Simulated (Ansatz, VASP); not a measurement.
# BP in VASP and in Ansatz

```
B P
1.0
     0.00000    2.16001    2.16001
     2.16001    0.00000    2.16001
     2.16001    2.16001    0.00000
B P
1 1
Direct
  0.00000 0.00000 0.00000
  0.50000 0.50000 0.50000
```

Alike in both runs: functional PBE; k mesh 16 × 16 × 16; occupations fermi-dirac, width 0.08 eV; no spin polarisation.

Ansatz relaxed the structure, and its values are those at the end. VASP's run is a single point on that final structure, the one shown.

```csv
,VASP,Ansatz
version,VASP 6.6.1,Ansatz 0.2.0
potentials or method,"VASP PAW PBE potentials, release 64 (B, P)","PAW with Ansatz's default frozen-core files, scalar-relativistic"
plane-wave cutoff (eV),520,420
valence electrons in the cell,8,8
```

Ansatz gave:

```
pressure (GPa) : 0.0
```

Which values does VASP return?

Pressure (GPa): -0.2.
